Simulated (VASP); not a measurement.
# Ta3N (P-3m1) in VASP: single point with PBE+U

Aim: the single point of Ta3N with PBE+U.

Program: VASP 6.6.1. These are calculated values, not measurements. Logs are shortened: lines on timing, memory, paths and dates and some standing lists are left out, and cuts for length are marked.

### Step 1. The cell of the first run

Symmetry: P-3m1, No. 164, trigonal system. Conventional cell: a = 3.032 Å, b = 3.032 Å, c = 7.524 Å, α = 90.00°, β = 90.00°, γ = 120.00°. Within 3.2 Å of Ta (site symmetry 3m) lie 3 N at 2.19 Å and 12 Ta at 3.01 to 3.15 Å. Within 4.0 Å of Ta (site symmetry -3m) lie 12 Ta at 3.01 to 3.03 Å and 2 N at 3.76 Å. N (site symmetry -3m) has 6 Ta at 2.19 Å within 2.9 Å.

### Step 2. Single point, PBE+U

Contents of POSCAR:

```
Ta3N
1.0
    3.0322239879      0.0000000000      0.0000000000
   -1.5161119940      2.6259830035      0.0000000000
    0.0000000000      0.0000000000      7.5241370000
Ta N
3 1
Direct
    0.6666666667      0.3333333333      0.8260700000
    0.3333333333      0.6666666667      0.1739300000
    0.0000000000      0.0000000000      0.5000000000
    0.0000000000      0.0000000000      0.0000000000
```

Contents of INCAR.step1:

```
PREC     = Accurate       # precision mode
ENCUT    = 520            # plane-wave cutoff, eV
EDIFF    = 1E-6           # SCF threshold, eV
ISMEAR   = -1             # smearing method
SIGMA    = 0.05           # smearing width, eV
LREAL    = F              # projectors in reciprocal space
LASPH    = T              # aspherical terms in the spheres
NELM     = 200            # most SCF steps
ALGO     = Normal         # electronic algorithm
ISIF     = 2              # what is computed and relaxed
LWAVE    = F              # write WAVECAR
LCHARG   = T              # write CHGCAR
LMAXMIX  = 4              # l up to which the mixer works
LDAU     = T              # DFT+U
LDAUTYPE = 2            
LDAUL    = 2 -1           # shell
LDAUU    = 2 0            # U, eV
LDAUJ    = 0 0          
LDAUPRINT= 1            
GGA      = PE             # functional
NBANDS   = 30             # bands
GGA_COMPAT= F            
NEDOS    = 2001           # points of the DOS
LORBIT   = 11             # projections on sites
```

Contents of KPOINTS.step1:

```
Automatic mesh
0
Gamma
  10 10 4
```

Contents of INCAR.step2:

```
PREC     = Accurate       # precision mode
ENCUT    = 520            # plane-wave cutoff, eV
EDIFF    = 1E-6           # SCF threshold, eV
ISMEAR   = -5             # smearing method
SIGMA    = 0.05           # smearing width, eV
LREAL    = F              # projectors in reciprocal space
LASPH    = T              # aspherical terms in the spheres
NELM     = 200            # most SCF steps
ALGO     = Normal         # electronic algorithm
ISIF     = 2              # what is computed and relaxed
LWAVE    = F              # write WAVECAR
LCHARG   = F              # write CHGCAR
LMAXMIX  = 4              # l up to which the mixer works
LDAU     = T              # DFT+U
LDAUTYPE = 2            
LDAUL    = 2 -1           # shell
LDAUU    = 2 0            # U, eV
LDAUJ    = 0 0          
LDAUPRINT= 1            
GGA      = PE             # functional
LORBIT   = 10             # projections on sites
NEDOS    = 1001           # points of the DOS
ICHARG   = 11             # starting density
GGA_COMPAT= F
```

Contents of KPOINTS.step2:

```
Automatic mesh
0
Gamma
  15 15 6
```

Potentials or basis: VASP PAW PBE potentials, release 64 (Ta_sv_GW, N).

Launch:

```console
cat potpaw_PBE.64/Ta_sv_GW/POTCAR potpaw_PBE.64/N/POTCAR > POTCAR
cp INCAR.step1 INCAR
cp KPOINTS.step1 KPOINTS
mpirun -np 1 vasp_std > vasp.out
cp INCAR.step2 INCAR
cp KPOINTS.step2 KPOINTS
mpirun -np 1 vasp_std > vasp.out
```

OUTCAR:

```text
PREC = Accurate
   ENCUT = 520
   EDIFF = 1E-6
   ISMEAR = -5
   LREAL = F
   LASPH = T
   NELM = 200
   ISIF = 2
   GGA = PE
   LORBIT = 10
   ICHARG = 11

 ion  position               nearest neighbor table
   1  0.667  0.333  0.826-   4 2.19   4 2.19   4 2.19   3 3.01   3 3.01   3 3.01   2 3.15   2 3.15
                             2 3.15
   2  0.333  0.667  0.174-   4 2.19   4 2.19   4 2.19   3 3.01   3 3.01   3 3.01   1 3.15   1 3.15
                             1 3.15
   3  0.000  0.000  0.500-   1 3.01   2 3.01   1 3.01   2 3.01   1 3.01   2 3.01
   4  0.000  0.000  0.000-   1 2.19   2 2.19   1 2.19   2 2.19   1 2.19   2 2.19

  LATTYP: Found a hexagonal cell.
 ALAT       =     3.0322239879
 C/A-ratio  =     2.4813922158

  Lattice vectors:

 A1 = (   3.0322239879,   0.0000000000,   0.0000000000)
 A2 = (  -1.5161119940,   2.6259830035,   0.0000000000)
 A3 = (   0.0000000000,   0.0000000000,   7.5241370000)

Analysis of symmetry for initial positions (statically):
=====================================================================
 Subroutine PRICEL returns:
 Original cell was already a primitive cell.

 Routine SETGRP: Setting up the symmetry group for a
 hexagonal supercell.

 Subroutine GETGRP returns: Found 12 space group operations
 (whereof 12 operations were pure point group operations)
 out of a pool of 24 trial point group operations.

The static configuration has the point symmetry D_3d.

Analysis of symmetry for dynamics (positions and initial velocities):
=====================================================================
 Subroutine PRICEL returns:
 Original cell was already a primitive cell.

 Routine SETGRP: Setting up the symmetry group for a
 hexagonal supercell.

 Subroutine GETGRP returns: Found 12 space group operations
 (whereof 12 operations were pure point group operations)
 out of a pool of 24 trial point group operations.

The dynamic configuration has the point symmetry D_3d.

 Subroutine INISYM returns: Found 12 space group operations
 (whereof 12 operations are pure point group operations),
 and found     1 'primitive' translations

----------------------------------------------------------------------------------------

                                     Primitive cell

  volume of cell :      59.9115

  direct lattice vectors                    reciprocal lattice vectors
     3.032223988  0.000000000  0.000000000     0.329790940  0.190404888  0.000000000
    -1.516111994  2.625983004  0.000000000     0.000000000  0.380809776  0.000000000
     0.000000000  0.000000000  7.524137000     0.000000000  0.000000000  0.132905608

  length of vectors
     3.032223988  3.032223988  7.524137000     0.380809776  0.380809776  0.132905608

  position of ions in fractional coordinates (direct lattice)
     0.666666667  0.333333333  0.826070000
     0.333333333  0.666666667  0.173930000
     0.000000000  0.000000000  0.500000000
     0.000000000  0.000000000  0.000000000

  ion indices of the primitive-cell ions
   primitive index   ion index
                 1           1
                 2           2
                 3           3
                 4           4

----------------------------------------------------------------------------------------

 KPOINTS: Automatic mesh

Automatic generation of k-mesh.
 Grid dimensions read from file:
 generate k-points for:   15   15    6

 Generating k-lattice:

  Cartesian coordinates                     Fractional coordinates (reciprocal lattice)
     0.021986063  0.012693659  0.000000000     0.066666667  0.000000000  0.000000000
     0.000000000  0.025387318  0.000000000     0.000000000  0.066666667  0.000000000
     0.000000000  0.000000000  0.022150935     0.000000000  0.000000000  0.166666667

  Length of vectors
     0.025387318  0.025387318  0.022150935

  Shift w.r.t. Gamma in fractional coordinates (k-lattice)
     0.000000000  0.000000000  0.000000000

 TETIRR: Found   1946 inequivalent tetrahedra from     8100

 Subroutine IBZKPT returns following result:
 ===========================================

 Found    146 irreducible k-points:

 Following reciprocal coordinates:
            Coordinates               Weight
  0.000000  0.000000  0.000000      1.000000
  0.066667 -0.000000  0.000000      6.000000
  0.133333 -0.000000  0.000000      6.000000
  0.200000 -0.000000  0.000000      6.000000
  0.266667 -0.000000  0.000000      6.000000
  0.333333 -0.000000  0.000000      6.000000
[... 16 lines left out ...]
  0.333333  0.200000  0.000000     12.000000
  0.400000  0.200000  0.000000      6.000000
 [... further k-points ...]
   k-points           NKPTS =    146   k-points in BZ     NKDIM =    146   number of bands    NBANDS=     26
   number of dos      NEDOS =   1001   number of ions     NIONS =      4
   total plane-waves  NPLWV =  32256
   dimension x,y,z NGX =    24 NGY =   24 NGZ =   56
   dimension x,y,z NGXF=    48 NGYF=   48 NGZF=  112
   ions per type =               3   1
   NGX,Y,Z   is equivalent  to a cutoff of  13.16, 13.16, 12.37 a.u.
   NGXF,Y,Z  is equivalent  to a cutoff of  26.32, 26.32, 24.75 a.u.
 SYSTEM =  unknown system
   PREC   = accura    normal or accurate (medium, high low for compatibility)
   ISTART =      0    job   : 0-new  1-cont  2-samecut
   ICHARG =     11    charge: 1-file 2-atom 10-const
   ISPIN  =      1    spin polarized calculation?
   LNONCOLLINEAR =      F non collinear calculations
   LSORBIT =      F    spin-orbit coupling
   LASPH  =      T    aspherical Exc in radial PAW
   ENCUT  =  520.0 eV  38.22 Ry    6.18 a.u.   5.64  5.64 13.99*2*pi/ulx,y,z
   NELM   =    200;   NELMIN=  2; NELMDL=  0     # of ELM steps
   EDIFF  = 0.1E-05   stopping-criterion for ELM
   LREAL  =      F    real-space projection
[... 7 lines left out ...]
   TEBEG  =    0.0;   TEEND  =   0.0 temperature during run
   PSTRESS=    0.0 pullay stress
   NELECT =      44.0000    total number of electrons
   NUPDOWN=      -1.0000    fix difference up-down
   EMIN   =  10.00;   EMAX   =-10.00  energy-range for DOS
   EFERMI =   0.00;   METHOD = LEGACY
   ISMEAR =    -5;   SIGMA  =   0.05  broadening in eV -4-tet -1-fermi 0-gaus
   EFERMI_NEDOS =   21; number of points for ismear=-14 and -15
   IALGO  =     38    algorithm
   IMIX   =      4    mixing-type and parameters
     AMIX     =   0.40;   BMIX     =  1.00
     AMIX_MAG =   1.60;   BMIX_MAG =  1.00
  volume/ion in A,a.u.               =      14.98       101.08
  Fermi-wavevector in a.u.,A,eV,Ry     =   1.477029  2.791181 29.682679  2.181615
  Thomas-Fermi vector in A             =   2.591483
   LORBIT       =     10    0 simple, 1 ext, 2 COOP (PROOUT), +10 PAW based schemes
 LDA+U is selected, type is set to LDAUTYPE =  2
   angular momentum for each species LDAUL =     2   -1
   U (eV)           for each species LDAUU =   2.0  0.0
   J (eV)           for each species LDAUJ =   0.0  0.0
   GGA     = PE    functional components
   LHFCALC =     F    Hartree Fock is set to
   AEXX    =    0.0000 exact exchange contribution
   IVDW    =     0    specifies the selected vdW correction
   LEPSILON=     F    determine dielectric tensor
   LRPA    =     F    only Hartree local field effects (RPA)
 non-spin polarized calculation
 Fermi weights with tetrahedron method with Bloechl corrections
  energy-cutoff  :      520.00
  volume of cell :       59.91
 maximum number of plane-waves:      1644
 NGX is ok and might be reduce to    24

atom =   1  type =  1  l = 2

 onsite density matrix

spin component  1

  0.2296  0.0000  0.0000  0.0129 -0.0000
  0.0000  0.2158  0.0000 -0.0000  0.0129
  0.0000  0.0000  0.2468  0.0000  0.0000
  0.0129 -0.0000  0.0000  0.2158 -0.0000
 -0.0000  0.0129  0.0000 -0.0000  0.2296
[... 77 lines left out ...]
  o =  0.1510  v = -0.4576  0.4945  0.0000  0.6525 -0.3468  0.0000  0.0000  0.0000  0.0000  0.0000      0.0000  0.0000  0.0000  0.0000  0.0000  0.0000  0.0000  0.0000  0.0000  0.0000
  o =  0.1510  v =  0.0000  0.0000  0.0000  0.0000  0.0000 -0.4576  0.4945  0.0000  0.6525 -0.3468      0.0000  0.0000  0.0000  0.0000  0.0000  0.0000  0.0000  0.0000  0.0000  0.0000
  o =  0.1510  v = -0.3468 -0.6525  0.0000  0.4945  0.4576  0.0000  0.0000  0.0000  0.0000  0.0000      0.0000  0.0000  0.0000  0.0000  0.0000  0.0000  0.0000  0.0000  0.0000  0.0000
  o =  0.1510  v =  0.0000  0.0000  0.0000  0.0000  0.0000 -0.3468 -0.6525  0.0000  0.4945  0.4576      0.0000  0.0000  0.0000  0.0000  0.0000  0.0000  0.0000  0.0000  0.0000  0.0000
  o =  0.2399  v =  0.0000  0.0000  0.0000  0.0000  0.0000  0.6525  0.3468 -0.0000  0.4576  0.4945      0.0000  0.0000  0.0000  0.0000  0.0000  0.0000  0.0000  0.0000  0.0000  0.0000
  o =  0.2399  v =  0.6525  0.3468 -0.0000  0.4576  0.4945  0.0000  0.0000  0.0000  0.0000  0.0000      0.0000  0.0000  0.0000  0.0000  0.0000  0.0000  0.0000  0.0000  0.0000  0.0000
  o =  0.2399  v =  0.0000  0.0000  0.0000  0.0000  0.0000  0.4945 -0.4576 -0.0000  0.3468 -0.6525      0.0000  0.0000  0.0000  0.0000  0.0000  0.0000  0.0000  0.0000  0.0000  0.0000
  o =  0.2399  v =  0.4945 -0.4576 -0.0000  0.3468 -0.6525  0.0000  0.0000  0.0000  0.0000  0.0000      0.0000  0.0000  0.0000  0.0000  0.0000  0.0000  0.0000  0.0000  0.0000  0.0000
  o =  0.2769  v =  0.0000  0.0000  1.0000  0.0000  0.0000  0.0000  0.0000  0.0000  0.0000  0.0000      0.0000  0.0000  0.0000  0.0000  0.0000  0.0000  0.0000  0.0000  0.0000  0.0000
  o =  0.2769  v =  0.0000  0.0000  0.0000  0.0000  0.0000  0.0000  0.0000  1.0000  0.0000  0.0000      0.0000  0.0000  0.0000  0.0000  0.0000  0.0000  0.0000  0.0000  0.0000  0.0000

 number of electron      44.0000003 magnetization

 Free energy of the ion-electron system (eV)
  ---------------------------------------------------
  ext. energy  EPLUGINS =         0.00000000
  ---------------------------------------------------
  free energy    TOTEN  =       -47.89148456 eV

  energy without entropy =      -47.89148456  energy(sigma->0) =      -47.89148456

 E-fermi :  11.4516     XC(G=0): -13.0647

 val. band max:       11.4763251372   @ k =   0.1333   0.0667   0.1667
 cond. band min:      11.3834094102   @ k =   0.0667   0.0667   0.0000
 fundamental gap:     -0.0929157270
 Fermi energy:        11.4516181782

 k-point     1 :       0.0000    0.0000    0.0000
  band No.  band energies     occupation
      1     -57.3734      2.00000
      2     -57.3475      2.00000
      3     -56.8383      2.00000
      4     -24.1229      2.00000
      5     -23.8472      2.00000
      6     -23.5170      2.00000
[... 685 lines left out ...]
     25      14.5929      0.00000
     26      15.2361      0.00000

 [... further k-points ...]
[... 5 lines left out ...]
  --------------------------------------------------------------------------------------
  -------------------------------------------------------------------------------------
  Total        1.6019406      1.6019406      1.9812855     -0.0000000      0.0000000      0.0000000
  in kB       42.8397676     42.8397676     52.9843691     -0.0000000      0.0000000      0.0000000
  external PRESSURE =      46.2213014 kB  Pullay stress =       0.0000000 kB

 VOLUME and BASIS-vectors are now :
 -----------------------------------------------------------------------------
  energy-cutoff  :      520.00
  volume of cell :       59.91
      direct lattice vectors                 reciprocal lattice vectors
     3.032223988  0.000000000  0.000000000     0.329790940  0.190404888  0.000000000
    -1.516111994  2.625983004  0.000000000     0.000000000  0.380809776  0.000000000
     0.000000000  0.000000000  7.524137000     0.000000000  0.000000000  0.132905608

 POSITION                                       TOTAL-FORCE (eV/Angst)
 -----------------------------------------------------------------------------------
      1.51611      0.87533      6.21546         0.000000      0.000000     -0.119247
     -0.00000      1.75066      1.30867        -0.000000      0.000000      0.119247
      0.00000      0.00000      3.76207         0.000000      0.000000      0.000000
      0.00000      0.00000      0.00000         0.000000      0.000000      0.000000
 -----------------------------------------------------------------------------------
    total drift:                               -0.000000     -0.000000     -0.000000

  FREE ENERGIE OF THE ION-ELECTRON SYSTEM (eV)
  ---------------------------------------------------
  free  energy   TOTEN  =       -47.8914845601 eV

  energy  without entropy=      -47.8914845601  energy(sigma->0) =      -47.89148456

 total charge

# of ion       s       p       d       f       tot
--------------------------------------------------
    1        3.315   6.052   2.232   0.072  11.671
    2        3.315   6.052   2.232   0.072  11.671
    3        3.534   6.046   2.073   0.025  11.678
    4        1.241   2.537   0.000   0.000   3.778
--------------------------------------------------
tot         11.405  20.688   6.536   0.169  38.797
```

Wall time 2.2 min (1 thread of Intel Xeon Platinum 8488C (Sapphire Rapids), shared host); peak memory 0.33 GiB.

What came out:

* Valence electrons inside the program's atomic spheres: Ta 11.67, 11.68 (each value once); N 3.78

Levels at points of the mesh, in eV from the Fermi level:
| k point | band 19 | band 20 | band 21 | band 22 | band 23 | band 24 | band 25 | band 26 |
| --- | --- | --- | --- | --- | --- | --- | --- | --- |
| (0.00, 0.00, 0.00) | -1.62 | -0.39 | -0.39 | -0.29 | 0.36 | 0.36 | 0.90 | 1.92 |
| (0.00, 0.00, 0.50) | -1.33 | -1.16 | -0.18 | -0.18 | 0.61 | 0.61 | 1.22 | 1.38 |

Eigenvalues of the final occupation matrices:
```csv
site,spin,trace,eigenvalues
site 1 d,1,1.14,0.21 0.21 0.24 0.24 0.25
site 1 d,2,1.14,0.21 0.21 0.24 0.24 0.25
site 2 d,1,1.14,0.21 0.21 0.24 0.24 0.25
site 2 d,2,1.14,0.21 0.21 0.24 0.24 0.25
site 3 d,1,1.06,0.15 0.15 0.24 0.24 0.28
site 3 d,2,1.06,0.15 0.15 0.24 0.24 0.28
```

Caveat: spin-orbit coupling is left out, which moves the levels of the heavy elements; U without spin polarisation on a metal has little footing.
